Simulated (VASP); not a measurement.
A run of VASP 6.6.1:

The input INCAR:

```
SYSTEM = Ta
ALGO = Normal
EDIFF = 1E-6
ENCUT = 520
GGA = PS
ISIF = 2
ISMEAR = -1
LASPH = .TRUE.
LCHARG = .TRUE.
LELF = .TRUE.
LREAL = .FALSE.
LVHAR = .TRUE.
LWAVE = .FALSE.
NBANDS = 12
NELM = 80
PREC = Accurate
SIGMA = 0.05
```

The input KPOINTS:

```
k-points
0
G
  11 11 11
  0 0 0
```

POSCAR

```
Ta
1.0
   -1.5790926738      1.5790926738      1.5790926738
    1.5790926738     -1.5790926738      1.5790926738
    1.5790926738      1.5790926738     -1.5790926738
Ta
1
Direct
    0.0000000000      0.0000000000      0.0000000000
```

Potentials or basis: VASP PAW PBE potentials, release 64 (Ta_pv).

The run is started by

```sh
$ cat potpaw_PBE.64/Ta_pv/POTCAR > POTCAR
$ mpirun -np 1 vasp_std > vasp.out
```

Hardware: 1 thread of AMD EPYC 7R13 Processor (Zen 3), on a shared host.

How long does it take, and how much memory?

It took 6.9 s on 1 thread of AMD EPYC 7R13 Processor (Zen 3), with other jobs on the host, peak memory 0.1 GiB. Counts: scf iterations 11, k points 56.
